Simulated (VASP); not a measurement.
# CdS (zincblende type) (F-43m) in VASP: a series of runs

The runs below take CdS (zincblende type) through single point, relaxation of cell and atoms, with LDA.

Everything below comes from runs of VASP 6.6.1. Logs are shortened: lines on timing, memory, paths and dates and some standing lists are left out, and cuts for length are marked.

## Step 1: The cell of the first run

The structure is cubic, space group F-43m (No. 216). Conventional cell: a = 5.757 Å, b = 5.757 Å, c = 5.757 Å, α = 90.00°, β = 90.00°, γ = 90.00°. Within 3.3 Å of Cd (site symmetry -43m) lie 4 S at 2.49 Å. S (site symmetry -43m) has 4 Cd at 2.49 Å within 3.3 Å.

## Step 2: Single point, LDA

The input, INCAR:

```
PREC = Accurate
ENCUT = 520
EDIFF = 1E-7
ISMEAR = -1
SIGMA = 0.08
LREAL = False
LASPH = True
NELM = 80
ALGO = Normal
ISIF = 2
LWAVE = False
LCHARG = True
LELF = True
LVHAR = True
NBANDS = 16
```

The input, KPOINTS:

```
Automatic mesh
0
Gamma
  11 11 11
```

The input, POSCAR:

```
CdS
1.0
    0.0000000000      2.8784172280      2.8784172280
    2.8784172280      0.0000000000      2.8784172280
    2.8784172280      2.8784172280      0.0000000000
Cd S
1 1
Direct
    0.0000000000      0.0000000000      0.0000000000
    0.2500000000      0.2500000000      0.2500000000
```

Potentials or basis: VASP PAW LDA potentials, release 64 (Cd, S).

The run is started by

```console
> cat potpaw_LDA.64/Cd/POTCAR potpaw_LDA.64/S/POTCAR > POTCAR
> mpirun -np 1 vasp_std > vasp.out
```

OUTCAR:

```text
PREC = Accurate
   ENCUT = 520
   EDIFF = 1E-7
   ISMEAR = -1
   LREAL = False
   LASPH = True
   NELM = 80
   ISIF = 2

 ion  position               nearest neighbor table
   1  0.000  0.000  0.000-   2 2.49   2 2.49   2 2.49   2 2.49
   2  0.250  0.250  0.250-   1 2.49   1 2.49   1 2.49   1 2.49

  LATTYP: Found a face centered cubic cell.
 ALAT       =     5.7568344560

  Lattice vectors:

 A1 = (   0.0000000000,   2.8784172280,   2.8784172280)
 A2 = (   2.8784172280,   0.0000000000,   2.8784172280)
 A3 = (   2.8784172280,   2.8784172280,   0.0000000000)

Analysis of symmetry for initial positions (statically):
=====================================================================
 Subroutine PRICEL returns:
 Original cell was already a primitive cell.

 Routine SETGRP: Setting up the symmetry group for a
 face centered cubic supercell.

 Subroutine GETGRP returns: Found 24 space group operations
 (whereof 24 operations were pure point group operations)
 out of a pool of 48 trial point group operations.

The static configuration has the point symmetry T_d .

Analysis of symmetry for dynamics (positions and initial velocities):
=====================================================================
 Subroutine PRICEL returns:
 Original cell was already a primitive cell.

 Routine SETGRP: Setting up the symmetry group for a
 face centered cubic supercell.

 Subroutine GETGRP returns: Found 24 space group operations
 (whereof 24 operations were pure point group operations)
 out of a pool of 48 trial point group operations.

The dynamic configuration has the point symmetry T_d .

 Subroutine INISYM returns: Found 24 space group operations
 (whereof 24 operations are pure point group operations),
 and found     1 'primitive' translations

----------------------------------------------------------------------------------------

                                     Primitive cell

  volume of cell :      47.6970

  direct lattice vectors                    reciprocal lattice vectors
     0.000000000  2.878417228  2.878417228    -0.173706576  0.173706576  0.173706576
     2.878417228  0.000000000  2.878417228     0.173706576 -0.173706576  0.173706576
     2.878417228  2.878417228  0.000000000     0.173706576  0.173706576 -0.173706576

  length of vectors
     4.070696682  4.070696682  4.070696682     0.300868615  0.300868615  0.300868615

  position of ions in fractional coordinates (direct lattice)
     0.000000000  0.000000000  0.000000000
     0.250000000  0.250000000  0.250000000

  ion indices of the primitive-cell ions
   primitive index   ion index
                 1           1
                 2           2

----------------------------------------------------------------------------------------

 KPOINTS: Automatic mesh

Automatic generation of k-mesh.
 Grid dimensions read from file:
 generate k-points for:   11   11   11

 Generating k-lattice:

  Cartesian coordinates                     Fractional coordinates (reciprocal lattice)
    -0.015791507  0.015791507  0.015791507     0.090909091  0.000000000  0.000000000
     0.015791507 -0.015791507  0.015791507     0.000000000  0.090909091  0.000000000
     0.015791507  0.015791507 -0.015791507     0.000000000  0.000000000  0.090909091

  Length of vectors
     0.027351692  0.027351692  0.027351692

  Shift w.r.t. Gamma in fractional coordinates (k-lattice)
     0.000000000  0.000000000  0.000000000

 Subroutine IBZKPT returns following result:
 ===========================================

 Found     56 irreducible k-points:

 Following reciprocal coordinates:
            Coordinates               Weight
  0.000000  0.000000  0.000000      1.000000
  0.090909  0.000000  0.000000      8.000000
  0.181818  0.000000  0.000000      8.000000
  0.272727  0.000000  0.000000      8.000000
  0.363636  0.000000  0.000000      8.000000
  0.454545  0.000000  0.000000      8.000000
[... 16 lines left out ...]
 -0.272727  0.181818  0.000000     24.000000
 -0.181818  0.181818  0.000000     12.000000
 [... further k-points ...]
   k-points           NKPTS =     56   k-points in BZ     NKDIM =     56   number of bands    NBANDS=     16
   number of dos      NEDOS =    301   number of ions     NIONS =      2
   total plane-waves  NPLWV =  27000
   dimension x,y,z NGX =    30 NGY =   30 NGZ =   30
   dimension x,y,z NGXF=    60 NGYF=   60 NGZF=   60
   ions per type =               1   1
   NGX,Y,Z   is equivalent  to a cutoff of  12.25, 12.25, 12.25 a.u.
   NGXF,Y,Z  is equivalent  to a cutoff of  24.50, 24.50, 24.50 a.u.
 SYSTEM =  unknown system
   PREC   = accura    normal or accurate (medium, high low for compatibility)
   ISTART =      0    job   : 0-new  1-cont  2-samecut
   ICHARG =      2    charge: 1-file 2-atom 10-const
   ISPIN  =      1    spin polarized calculation?
   LNONCOLLINEAR =      F non collinear calculations
   LSORBIT =      F    spin-orbit coupling
   LASPH  =      T    aspherical Exc in radial PAW
   ENCUT  =  520.0 eV  38.22 Ry    6.18 a.u.   7.57  7.57  7.57*2*pi/ulx,y,z
   NELM   =     80;   NELMIN=  2; NELMDL= -5     # of ELM steps
   EDIFF  = 0.1E-06   stopping-criterion for ELM
   LREAL  =      F    real-space projection
   EDIFFG = 0.1E-05   stopping-criterion for IOM
   NSW    =      0    number of steps for IOM
   IBRION =     -1    ionic relax: 0-MD 1-quasi-New 2-CG
   NFREE  =      0    steps in history (QN), initial steepest desc. (CG)
   ISIF   =      2    stress and relaxation
   ISYM   =      2    0-nonsym 1-usesym 2-fastsym
   POTIM  = 0.5000    time-step for ionic-motion
   TEBEG  =    0.0;   TEEND  =   0.0 temperature during run
   PSTRESS=    0.0 pullay stress
   NELECT =      18.0000    total number of electrons
   NUPDOWN=      -1.0000    fix difference up-down
   EMIN   =  10.00;   EMAX   =-10.00  energy-range for DOS
   EFERMI =   0.00;   METHOD = LEGACY
   ISMEAR =    -1;   SIGMA  =   0.08  broadening in eV -4-tet -1-fermi 0-gaus
   EFERMI_NEDOS =   21; number of points for ismear=-14 and -15
   IALGO  =     38    algorithm
   IMIX   =      4    mixing-type and parameters
     AMIX     =   0.40;   BMIX     =  1.00
     AMIX_MAG =   1.60;   BMIX_MAG =  1.00
  volume/ion in A,a.u.               =      23.85       160.94
  Fermi-wavevector in a.u.,A,eV,Ry     =   1.183047  2.235634 19.042710  1.399600
  Thomas-Fermi vector in A             =   2.319289
   LORBIT       =      0    0 simple, 1 ext, 2 COOP (PROOUT), +10 PAW based schemes
   GGA     = CA    functional components
   LHFCALC =     F    Hartree Fock is set to
   AEXX    =    0.0000 exact exchange contribution
   IVDW    =     0    specifies the selected vdW correction
   LEPSILON=     F    determine dielectric tensor
   LRPA    =     F    only Hartree local field effects (RPA)
 non-spin polarized calculation
  energy-cutoff  :      520.00
  volume of cell :       47.70
 maximum number of plane-waves:      1305
   NGX = 15   NGY = 15   NGZ = 15

 number of electron      18.0000008 magnetization

 Free energy of the ion-electron system (eV)
  ---------------------------------------------------
  ext. energy  EPLUGINS =         0.00000000
  ---------------------------------------------------
  free energy    TOTEN  =        -7.40716566 eV

  energy without entropy =       -7.40714912  energy(sigma->0) =       -7.40715739

 E-fermi :   2.0805     XC(G=0):  -9.7664

 val. band max:        1.4813125305   @ k =   0.0000   0.0000   0.0000
 cond. band min:       2.4586377505   @ k =   0.0000   0.0000   0.0000
 fundamental gap:      0.9773252200
 Fermi energy:         2.0804869814

 k-point     1 :       0.0000    0.0000    0.0000
  band No.  band energies     occupation
      1     -11.1284      2.00000
      2      -6.4554      2.00000
      3      -6.4554      2.00000
      4      -6.4554      2.00000
      5      -5.9149      2.00000
      6      -5.9149      2.00000
[... 8 lines left out ...]
     15      12.9848      0.00000
     16      12.9848      0.00000

 k-point     2 :       0.0909    0.0000    0.0000
  band No.  band energies     occupation
      1     -11.0904      2.00000
      2      -6.4416      2.00000
      3      -6.4416      2.00000
      4      -6.4284      2.00000
      5      -5.9159      2.00000
      6      -5.9159      2.00000
[... 8 lines left out ...]
     15      12.5310      0.00000
     16      13.2162      0.00000

 k-point     3 :       0.1818    0.0000    0.0000
  band No.  band energies     occupation
      1     -10.9879      2.00000
      2      -6.4066      2.00000
      3      -6.4066      2.00000
      4      -6.3343      2.00000
      5      -5.9158      2.00000
      6      -5.9158      2.00000
[... 8 lines left out ...]
     15      12.0604      0.00000
     16      13.0178      0.00000

 k-point     4 :       0.2727    0.0000    0.0000
  band No.  band energies     occupation
      1     -10.8530      2.00000
      2      -6.3663      2.00000
      3      -6.3663      2.00000
      4      -6.1442      2.00000
      5      -5.9077      2.00000
      6      -5.9077      2.00000
[... 8 lines left out ...]
     15      12.1357      0.00000
     16      12.4785      0.00000

 k-point     5 :       0.3636    0.0000    0.0000
  band No.  band energies     occupation
      1     -10.7291      2.00000
      2      -6.3368      2.00000
      3      -6.3368      2.00000
      4      -5.8903      2.00000
      5      -5.8903      2.00000
      6      -5.8483      2.00000
[... 8 lines left out ...]
     15      12.8310      0.00000
     16      12.8310      0.00000

 k-point     6 :       0.4545    0.0000    0.0000
  band No.  band energies     occupation
      1     -10.6560      2.00000
      2      -6.3233      2.00000
      3      -6.3233      2.00000
      4      -5.8748      2.00000
      5      -5.8748      2.00000
      6      -5.5483      2.00000
[... 8 lines left out ...]
     15      13.8126      0.00000
     16      13.8126      0.00000
[... 267 lines left out ...]
 k-point    21 :      -0.4545    0.1818    0.0000
  band No.  band energies     occupation
      1     -10.5921      2.00000
      2      -6.2926      2.00000
      3      -6.2469      2.00000
      4      -5.9451      2.00000
      5      -5.8739      2.00000
      6      -5.4019      2.00000
[... 8 lines left out ...]
     15      13.6804      0.00000
     16      14.3575      0.00000

 k-point    22 :      -0.3636    0.1818    0.0000
  band No.  band energies     occupation
      1     -10.6158      2.00000
      2      -6.2934      2.00000
      3      -6.2643      2.00000
      4      -5.9250      2.00000
      5      -5.9038      2.00000
      6      -5.5053      2.00000
[... 8 lines left out ...]
     15      13.0546      0.00000
     16      14.3549      0.00000

 k-point    23 :      -0.2727    0.1818    0.0000
  band No.  band energies     occupation
      1     -10.6961      2.00000
      2      -6.3028      2.00000
      3      -6.2998      2.00000
      4      -5.9698      2.00000
      5      -5.9306      2.00000
      6      -5.7506      2.00000
[... 8 lines left out ...]
     15      13.9251      0.00000
     16      14.4365      0.00000

 k-point    24 :      -0.1818    0.1818    0.0000
  band No.  band energies     occupation
      1     -10.8087      2.00000
      2      -6.3471      2.00000
      3      -6.3283      2.00000
      4      -6.1264      2.00000
      5      -5.9394      2.00000
      6      -5.8603      2.00000
[... 8 lines left out ...]
     15      13.0737      0.00000
     16      14.8986      0.00000

 [... further k-points ...]
[... 5 lines left out ...]
  --------------------------------------------------------------------------------------
  -------------------------------------------------------------------------------------
  Total        0.1618752      0.1618752      0.1618752      0.0000000      0.0000000     -0.0000000
  in kB        5.4375058      5.4375058      5.4375058      0.0000000      0.0000000     -0.0000000
  external PRESSURE =       5.4375058 kB  Pullay stress =       0.0000000 kB

 VOLUME and BASIS-vectors are now :
 -----------------------------------------------------------------------------
  energy-cutoff  :      520.00
  volume of cell :       47.70
      direct lattice vectors                 reciprocal lattice vectors
     0.000000000  2.878417228  2.878417228    -0.173706576  0.173706576  0.173706576
     2.878417228  0.000000000  2.878417228     0.173706576 -0.173706576  0.173706576
     2.878417228  2.878417228  0.000000000     0.173706576  0.173706576 -0.173706576

 POSITION                                       TOTAL-FORCE (eV/Angst)
 -----------------------------------------------------------------------------------
      0.00000      0.00000      0.00000         0.000000      0.000000      0.000000
      1.43921      1.43921      1.43921        -0.000000     -0.000000     -0.000000
 -----------------------------------------------------------------------------------
    total drift:                               -0.000000     -0.000000     -0.000000

  FREE ENERGIE OF THE ION-ELECTRON SYSTEM (eV)
  ---------------------------------------------------
  free  energy   TOTEN  =        -7.4071656586 eV

  energy  without entropy=       -7.4071491237  energy(sigma->0) =       -7.40715739
```

Wall time 59 s (1 thread of AMD EPYC 7R13, shared host); peak memory 0.15 GiB.

Results:

- Free energy: -7.4072 eV
- Pressure: 0.5 GPa
- Band gap on the k mesh: 0.98 eV

Levels at points of the mesh, in eV from the valence-band top:
```tsv
k point	band 5	band 6	band 7	band 8	band 9	band 10	band 11	band 12	band 13	band 14
(0.00, 0.00, 0.00)	-7.40	-7.40	0.00	0.00	0.00	0.98	6.35	6.35	6.35	11.30
```

## Step 3: Relaxation of cell and atoms, LDA

This run uses another cell than the first one, of 24.72 Å³/atom.

The input, INCAR:

```
PREC     = Accurate       # precision mode
ENCUT    = 600            # plane-wave cutoff, eV
EDIFF    = 1E-7           # SCF threshold, eV
ISMEAR   = -1             # smearing method
SIGMA    = 0.08           # smearing width, eV
LREAL    = F              # projectors in reciprocal space
LASPH    = T              # aspherical terms in the spheres
NELM     = 60             # most SCF steps
ALGO     = Normal         # electronic algorithm
ISIF     = 3              # what is computed and relaxed
LWAVE    = F              # write WAVECAR
LCHARG   = F              # write CHGCAR
GGA      = CA             # functional
IBRION   = 2              # ionic algorithm
NSW      = 60             # ionic steps
EDIFFG   = -0.005         # ionic threshold
```

The input, KPOINTS:

```
regular mesh
0
Gamma
  11 11 11
```

The input, POSCAR:

```
CdS
1.0
    0.0000000000      2.9131338647      2.9131338647
    2.9131338647      0.0000000000      2.9131338647
    2.9131338647      2.9131338647      0.0000000000
Cd S
1 1
Direct
    0.0000000000      0.0000000000      0.0000000000
    0.2500000000      0.2500000000      0.2500000000
```

Potentials or basis: VASP PAW LDA potentials, release 64 (Cd, S).

The run is started by

```console
> cat potpaw_LDA.64/Cd/POTCAR potpaw_LDA.64/S/POTCAR > POTCAR
> mpirun -np 1 vasp_std > vasp.out
```

Wall time 4.2 min (1 thread of AMD EPYC 7R13, shared host); peak memory 0.18 GiB.

The run converged. Its results:

- Free energy: -7.4082 eV
- Relaxed volume: 24.02 Å³/atom
- Relaxed cell: a = 4.081 Å, b = 4.081 Å, c = 4.081 Å, α = 60.00°, β = 60.00°, γ = 60.00°
- Space group after relaxing (to 0.1 Å): F-43m (No. 216)
- Energy gained by relaxing: 4.1 meV/atom
- Ionic steps: 3
- Pressure after relaxing: 0.0 GPa
- Band gap on the k mesh: 0.96 eV

Step by step:
```
step  energy change (eV)  largest force (eV/Å)  pressure (GPa)  volume (Å³)
   1              0.0000                0.0000           -1.82        49.44
   2             -0.0066                0.0000            0.87        47.46
   3             -0.0081                0.0000            0.00        48.05
```

Final structure:
```
Cd S
1.0
     0.00000    2.88548    2.88548
     2.88548    0.00000    2.88548
     2.88548    2.88548    0.00000
Cd S
1 1
Cartesian
  0.0000 0.0000 0.0000
  1.4427 1.4427 1.4427
```

Levels at points of the mesh, in eV from the valence-band top:
```tsv
k point	band 5	band 6	band 7	band 8	band 9	band 10	band 11	band 12	band 13
(0.00, 0.00, 0.00)	-7.38	-7.38	0.00	0.00	0.00	0.96	6.35	6.35	6.35
```

## Step 4: Single point, LDA

This run uses another cell than the first one, of 15.26 Å³/atom.

The input, INCAR:

```
SYSTEM = CdS
PREC = Accurate ; ENCUT = 520
EDIFF = 1E-6 ; ISMEAR = -1
SIGMA = 0.08 ; LREAL = .FALSE.
LASPH = .TRUE. ; NELM = 100
ALGO = Normal ; ISIF = 2
LWAVE = .FALSE. ; LCHARG = .FALSE.
GGA = CA ; NBANDS = 16
ISYM = 0
```

The input, KPOINTS:

```
Automatic mesh
0
Gamma
  11 11 11
  0.5 0.5 0.5
```

The input, POSCAR:

```
CdS
1.0
    0.0000000000      2.4805447714      2.4805447714
    2.4805447714      0.0000000000      2.4805447714
    2.4805447714      2.4805447714      0.0000000000
Cd S
1 1
Direct
    0.0000000000      0.0000000000      0.0000000000
    0.2500000000      0.2500000000      0.2500000000
```

The run is started by

```console
> cat potpaw_LDA.64/Cd/POTCAR potpaw_LDA.64/S/POTCAR > POTCAR
> mpirun -np 1 vasp_std > vasp.out
```

It took 33 min on 1 thread of AMD EPYC 7R13, shared host; peak memory 1.2 GiB.

It converged, with:

- Free energy: -4.2626 eV
- Pressure: 87.4 GPa
- Band gap on the k mesh: 1.90 eV

Levels at points of the mesh, in eV from the valence-band top:
```csv
k point,band 7,band 8,band 9,band 10,band 11,band 12
"(0.50, 0.50, 0.50)",-8.40,-1.78,-1.78,2.99,6.30,6.30
"(0.50, 0.00, 0.00)",-8.40,-1.78,-1.78,2.99,6.30,6.30
"(0.00, 0.00, 0.50)",-8.40,-1.78,-1.78,2.99,6.30,6.30
"(0.00, 0.50, 0.00)",-8.40,-1.78,-1.78,2.99,6.30,6.30
```

Caveat: the cell stands under pressure; a shifted mesh leaves out Γ, where band edges can lie.

## Step 5: Overview

| task | cell | k mesh | cutoff (eV) | gap on the mesh (eV) | pressure (GPa) |
| --- | --- | --- | --- | --- | --- |
| single point | a = 4.071 Å, angles 60.0°, 2 atoms | 11 × 11 × 11 | 520 | 0.98 | 0.5 |
| relaxation of cell and atoms | relaxed from a = 4.120 Å, angles 60.0°, 2 atoms | 11 × 11 × 11 | 600 | 0.96 | 0.0 |
| single point | a = 3.508 Å, angles 60.0°, 2 atoms | 11 × 11 × 11, shifted | 520 | 1.90 | 87.4 |

Alike in all rows: level LDA; potentials or basis VASP PAW LDA potentials, release 64 (Cd, S); no spin polarisation; smearing fermi-dirac 0.08 eV.

Caveats: the cell stands under pressure (at least some runs); a shifted mesh leaves out Γ, where band edges can lie (at least some runs).

Absolute energies hang on the potentials; compare differences alone.
